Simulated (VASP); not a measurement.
# Li (P2_13) in VASP: single point with r2SCAN

Aim: the single point of Li with r2SCAN.

Everything below comes from runs of VASP 6.6.1. Logs are shortened: lines on timing, memory, paths and dates and some standing lists are left out, and cuts for length are marked.

## Step 1: The cell of the first run

It takes space group P2_13 (No. 198, cubic). Conventional cell: a = 4.656 Å, b = 4.656 Å, c = 4.656 Å, α = 90.00°, β = 90.00°, γ = 90.00°. Within 3.8 Å of Li (site symmetry 3) lie 6 Li at 2.85 Å.

## Step 2: Single point, r2SCAN (functional r2SCAN, strained)

POSCAR

```
Li
1.0
    4.6560928472      0.0000000000      0.0000000000
    0.0000000000      4.6560928472      0.0000000000
    0.0000000000      0.0000000000      4.6560928472
Li
4
Direct
    0.8706796309      0.1293203691      0.6293203691
    0.3706796309      0.3706796309      0.3706796309
    0.1293203691      0.6293203691      0.8706796309
    0.6293203691      0.8706796309      0.1293203691
```

INCAR.step1

```
SYSTEM = Li
PREC = Accurate ; ENCUT = 520
ISMEAR = 0 ; SIGMA = 0.1
LREAL = .False. ; LASPH = .True.
NELM = 100 ; NBANDS = 14
GGA = PE ; ALGO = Normal
EDIFF = 1E-4 ; LWAVE = .True.
LCHARG = .False.
```

INCAR.step2

```
SYSTEM = Li
PREC = Accurate ; ENCUT = 520
EDIFF = 1E-6 ; ISMEAR = 0
SIGMA = 0.1 ; LREAL = .False.
LASPH = .True. ; NELM = 100
ALGO = Normal ; ISIF = 2
LWAVE = .False. ; LCHARG = .False.
METAGGA = R2SCAN ; LMIXTAU = .True.
NBANDS = 14 ; ISTART = 1
```

KPOINTS

```
regular mesh
0
Gamma
  10 10 10
  0 0 0
```

Potentials or basis: VASP PAW PBE potentials, release 64 (Li_sv).

Started as:

```sh
cat potpaw_PBE.64/Li_sv/POTCAR > POTCAR
cp INCAR.step1 INCAR
mpirun -np 1 vasp_std > vasp.out
cp INCAR.step2 INCAR
mpirun -np 1 vasp_std > vasp.out
```

OUTCAR:

```text
SYSTEM = Li
   PREC = Accurate
   ENCUT = 520
   EDIFF = 1E-6
   ISMEAR = 0
   LREAL = .False.
   LASPH = .True.
   NELM = 100
   ISIF = 2
   METAGGA = R2SCAN
   ISTART = 1

 ion  position               nearest neighbor table
   1  0.871  0.129  0.629-
   2  0.371  0.371  0.371-
   3  0.129  0.629  0.871-
   4  0.629  0.871  0.129-

  LATTYP: Found a simple cubic cell.
 ALAT       =     4.6560928472

  Lattice vectors:

 A1 = (   4.6560928472,   0.0000000000,   0.0000000000)
 A2 = (   0.0000000000,   4.6560928472,   0.0000000000)
 A3 = (   0.0000000000,   0.0000000000,   4.6560928472)

Analysis of symmetry for initial positions (statically):
=====================================================================
 Subroutine PRICEL returns:
 Original cell was already a primitive cell.

 Routine SETGRP: Setting up the symmetry group for a
 simple cubic supercell.

 Subroutine GETGRP returns: Found 12 space group operations
 (whereof  3 operations were pure point group operations)
 out of a pool of 48 trial point group operations.

The static configuration has the point symmetry C_3 .
 The point group associated with its full space group is T   .

Analysis of symmetry for dynamics (positions and initial velocities):
=====================================================================
 Subroutine PRICEL returns:
 Original cell was already a primitive cell.

 Routine SETGRP: Setting up the symmetry group for a
 simple cubic supercell.

 Subroutine GETGRP returns: Found 12 space group operations
 (whereof  3 operations were pure point group operations)
 out of a pool of 48 trial point group operations.

The dynamic configuration has the point symmetry C_3 .
 The point group associated with its full space group is T   .

 Subroutine INISYM returns: Found 12 space group operations
 (whereof  3 operations are pure point group operations),
 and found     1 'primitive' translations

----------------------------------------------------------------------------------------

                                     Primitive cell

  volume of cell :     100.9404

  direct lattice vectors                    reciprocal lattice vectors
     4.656092847  0.000000000  0.000000000     0.214772349  0.000000000  0.000000000
     0.000000000  4.656092847  0.000000000     0.000000000  0.214772349  0.000000000
[... 95 lines left out ...]
   ISIF   =      2    stress and relaxation
   ISYM   =      2    0-nonsym 1-usesym 2-fastsym
   POTIM  = 0.5000    time-step for ionic-motion
   TEBEG  =    0.0;   TEEND  =   0.0 temperature during run
   PSTRESS=    0.0 pullay stress
   NELECT =      12.0000    total number of electrons
   NUPDOWN=      -1.0000    fix difference up-down
   EMIN   =  10.00;   EMAX   =-10.00  energy-range for DOS
   EFERMI =   0.00;   METHOD = LEGACY
   ISMEAR =     0;   SIGMA  =   0.10  broadening in eV -4-tet -1-fermi 0-gaus
   EFERMI_NEDOS =   21; number of points for ismear=-14 and -15
   IALGO  =     38    algorithm
   IMIX   =      4    mixing-type and parameters
     AMIX     =   0.40;   BMIX     =  1.00
     AMIX_MAG =   1.60;   BMIX_MAG =  1.00
  volume/ion in A,a.u.               =      25.24       170.29
  Fermi-wavevector in a.u.,A,eV,Ry     =   0.804971  1.521175  8.816282  0.647978
  Thomas-Fermi vector in A             =   1.913128
   LORBIT       =      0    0 simple, 1 ext, 2 COOP (PROOUT), +10 PAW based schemes
   METAGGA = R2SCAN    functional components
   LHFCALC =     F    Hartree Fock is set to
   AEXX    =    0.0000 exact exchange contribution
   IVDW    =     0    specifies the selected vdW correction
   LEPSILON=     F    determine dielectric tensor
   LRPA    =     F    only Hartree local field effects (RPA)
 non-spin polarized calculation
 Gauss-broadening in eV      SIGMA  =   0.10
  energy-cutoff  :      520.00
  volume of cell :      100.94
 maximum number of plane-waves:      2800
   NGX = 17   NGY = 17   NGZ = 17

 number of electron      12.0000009 magnetization

 Free energy of the ion-electron system (eV)
  ---------------------------------------------------
  ext. energy  EPLUGINS =         0.00000000
  ---------------------------------------------------
  free energy    TOTEN  =        -8.44776144 eV

  energy without entropy =       -8.44007638  energy(sigma->0) =       -8.44391891

 E-fermi :   0.3091     XC(G=0):  -6.8943

 val. band max:        0.2978799487   @ k =   0.5000   0.5000   0.3000
 cond. band min:       0.3240484394   @ k =  -0.4000   0.5000   0.0000
 fundamental gap:      0.0261684908
 Fermi energy:         0.3090810443

 k-point     1 :       0.0000    0.0000    0.0000
  band No.  band energies     occupation
      1     -48.8201      2.00000
      2     -48.7941      2.00000
      3     -48.7941      2.00000
      4     -48.7941      2.00000
      5      -3.4012      2.00000
      6       2.3846      0.00000
      7       2.3846      0.00000
      8       2.3846      0.00000
      9       2.6113      0.00000
     10       2.6113      0.00000
     11       2.6113      0.00000
     12       8.2094      0.00000
     13       8.2094      0.00000
     14       8.5385      0.00000
[... 377 lines left out ...]
      1     -48.8105      2.00000
      2     -48.8058      2.00000
      3     -48.7938      2.00000
      4     -48.7922      2.00000
      5      -1.9360      2.00000
      6      -0.8018      2.00000
      7       0.5444      0.00088
      8       1.5578      0.00000
      9       3.5344      0.00000
     10       3.7814      0.00000
     11       5.6202      0.00000
     12       5.9410      0.00000
     13       7.0177      0.00000
     14       7.6974      0.00000

 [... further k-points ...]
[... 5 lines left out ...]
  --------------------------------------------------------------------------------------
  -------------------------------------------------------------------------------------
  Total       -0.5230940     -0.5230940     -0.5230940      0.0000000      0.0000000      0.0000000
  in kB       -8.3028169     -8.3028169     -8.3028169      0.0000000      0.0000000      0.0000000
  external PRESSURE =      -8.3028169 kB  Pullay stress =       0.0000000 kB

 VOLUME and BASIS-vectors are now :
 -----------------------------------------------------------------------------
  energy-cutoff  :      520.00
  volume of cell :      100.94
      direct lattice vectors                 reciprocal lattice vectors
     4.656092847  0.000000000  0.000000000     0.214772349  0.000000000  0.000000000
     0.000000000  4.656092847  0.000000000     0.000000000  0.214772349  0.000000000
     0.000000000  0.000000000  4.656092847     0.000000000  0.000000000  0.214772349

 POSITION                                       TOTAL-FORCE (eV/Angst)
 -----------------------------------------------------------------------------------
      4.05397      0.60213      2.93017        -0.052834      0.052834      0.052834
      1.72592      1.72592      1.72592        -0.052834     -0.052834     -0.052834
      0.60213      2.93017      4.05397         0.052834      0.052834     -0.052834
      2.93017      4.05397      0.60213         0.052834     -0.052834      0.052834
 -----------------------------------------------------------------------------------
    total drift:                               -0.000000     -0.000000      0.000000

  FREE ENERGIE OF THE ION-ELECTRON SYSTEM (eV)
  ---------------------------------------------------
  free  energy   TOTEN  =        -8.4477614380 eV

  energy  without entropy=       -8.4400763795  energy(sigma->0) =       -8.44391891
```

Run time: 8.3 min. Hardware: 1 thread of AMD EPYC 9R45 (Zen 5), shared host; peak memory 0.21 GiB.

Results:

* Free energy: -8.4478 eV
* Largest force: 0.092 eV/Å
* Band gap on the k mesh: zero (band 6 reaches 2.38 eV, above the bottom of band 7 at -0.04 eV)

Forces on the atoms (eV/Å):
```
Li  -0.053  0.053  0.053
Li  -0.053 -0.053 -0.053
Li   0.053  0.053 -0.053
Li   0.053 -0.053  0.053
```

Levels at points of the mesh, in eV from the Fermi level:
```
           k point  band 3  band 4  band 5  band 6  band 7  band 8  band 9  band 10
(0.00, 0.00, 0.00)  -49.10  -49.10   -3.71    2.08    2.08    2.08    2.30     2.30
(0.50, 0.00, 0.00)  -49.10  -49.10   -2.23   -2.23    2.38    2.38    3.40     3.40
(0.50, 0.50, 0.00)  -49.10  -49.10   -1.10   -1.10   -0.35   -0.35    3.88     3.88
(0.50, 0.50, 0.50)  -49.11  -49.11    0.10    0.10    0.10    0.10    1.67     1.67
```

Caveat: the cell differs from its parent crystal (functional r2SCAN, strained); the cutoff is under 1.25 times the usual one of these potentials, so pressure, stress and relaxed cells hold a basis-set (Pulay) error; the PAW data sets were made with another functional, which shifts forces and pressure a little.
